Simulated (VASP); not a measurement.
Input of a VASP 6.6.1 run:

File INCAR:

```
SYSTEM = In2SbN
PREC = Accurate
ENCUT = 520
EDIFF = 1E-6
ISMEAR = 0
SIGMA = 0.1
LREAL = .FALSE.
LASPH = .TRUE.
NELM = 80
ALGO = Normal
ISIF = 2
LWAVE = .FALSE.
LCHARG = .TRUE.
GGA = PE
LELF = .TRUE.
LVHAR = .TRUE.
NBANDS = 26
```

Contents of KPOINTS:

```
regular mesh
0
G
  6 6 4
  0 0 0
```

Contents of POSCAR:

```
In2SbN
1.0
    3.3971503468      0.0000000000      0.0000000000
   -1.6985751734      2.9420185008      0.0000000000
    0.0000000000      0.0000000000      8.2407558549
In Sb N
2 1 1
Direct
    0.0000000000      0.0000000000      0.8247519440
    0.0000000000      0.0000000000      0.1752480560
    0.6666666667      0.3333333333      0.5000000000
    0.3333333333      0.6666666667      0.0000000000
```

Potentials or basis: VASP PAW PBE potentials, release 64 (In_d, Sb, N).

Launch:

```bash
$ cat potpaw_PBE.64/In_d/POTCAR potpaw_PBE.64/Sb/POTCAR potpaw_PBE.64/N/POTCAR > POTCAR
$ mpirun -np 1 vasp_std > vasp.out
```

**Question.** Predict the band gap on the k mesh.

**Answer.** Zero (bands 18 and 19 overlap by 4.13 eV).

**Question.** What does it give for the largest force?

**Answer.** 0.003 eV/Å.

**Question.** What does it give for the pressure?

**Answer.** -0.1 GPa.

Stress tensor (GPa, compression positive):
```
-0.14  0.00  0.00
 0.00 -0.14  0.00
 0.00  0.00  0.06
```

Caveat: spin-orbit coupling is left out, which moves the levels of the heavy elements.
